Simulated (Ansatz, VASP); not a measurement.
# One calculation of TePtSe3, two programs

```
Te Pt Se
1.0
     3.81273    0.00000    0.00000
     0.00000    3.81273    0.00000
     0.00000    0.00000    9.55459
Te Pt Se
1 1 3
Direct
  0.00000 0.00000 0.50000
  0.00000 0.00000 0.00000
  0.50000 0.50000 0.50000
  0.50000 0.50000 0.88072
  0.50000 0.50000 0.11928
```

Alike in both runs: task single point; functional PBE; k mesh 4 × 4 × 2; occupations gaussian, width 0.1 eV; collinear spin.

```csv
,VASP,Ansatz
version,VASP 6.6.1,Ansatz 0.2.0
potentials or method,"VASP PAW PBE potentials, release 64 (Te, Pt, Se), cutoff 520 eV","scalar-relativistic, plane waves, PAW"
valence electrons in the cell,34,82
```

```csv
,VASP,Ansatz,Ansatz less VASP
gap on the k mesh at the Fermi level (eV),none,none,-
pressure (GPa),0.0,0.0,-0.01
"traceless stress, the component that is largest in VASP (GPa)",0.21,0.14,-0.070
rms of the force components (eV/Å),0.001,0.012,+0.0113
net moment per atom (μB),0.00,0.00,0.000
```

Atom by atom the forces differ by 0.013 eV/Å (rms over components). A gap of «none» marks a metal or a gap that the smearing closes. With one functional, cell and mesh, what is left measures potentials, basis and numerics. VASP's potentials hold 34 valence electrons a cell and Ansatz's 82, so a difference there can come from the potentials and not from the codes. Ansatz's warnings: seeded moment not kept.

The k mesh is coarse, so the values compare programs but aren't converged. Neither program's run includes spin-orbit coupling.
